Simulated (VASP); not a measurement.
Runs of VASP 6.6.1 on HfAl3O4. The structure is that of space group Im-3m (No. 229), or close to it. The cells are those of the table. 

| task | cell | k mesh | cutoff (eV) | gap on the mesh (eV) | pressure (GPa) | relaxed volume (Å³/atom) |
| --- | --- | --- | --- | --- | --- | --- |
| relaxation of cell and atoms | relaxed from a = 5.389 Å, angles 109.5°, 8 atoms | 4 × 4 × 4 | 600 | none | 0.1 | 10.88 |
| single point | a = 5.389 Å, angles 109.5°, 8 atoms | 4 × 4 × 4 | 520 | none | -24.1 | - |
| single point | a = 4.847 Å, angles 109.5°, 8 atoms | 4 × 4 × 4 | 520 | none | -0.8 | - |
| relaxation of cell and atoms | relaxed from a = 4.847 Å, angles 109.5°, 8 atoms | 10 × 10 × 10 | 600 | none | 0.0 | (a) |
| single point | a = 4.844 Å, angles 109.5°, 8 atoms | 10 × 10 × 10 | 520 | none | -0.8 | - |

Alike in all rows: level PBE; potentials or basis VASP PAW PBE potentials, release 64 (Hf_pv, Al, O); no spin polarisation; smearing gaussian 0.1 eV.

Estimate the missing entries.

(a) 10.86.

Caveats: some runs use coarse meshes; spin-orbit coupling is left out, which moves the levels of the heavy elements; an odd number of electrons without spin polarisation forces a metal; a magnetic or distorted state may lie lower; the volume moved by over 15 % at a fixed basis, so the end points are rough (some runs).

A k mesh can miss the band edges, and the runs leave out spin-orbit coupling on Hf.

A gap of «none» marks levels without a gap at the run's occupations.
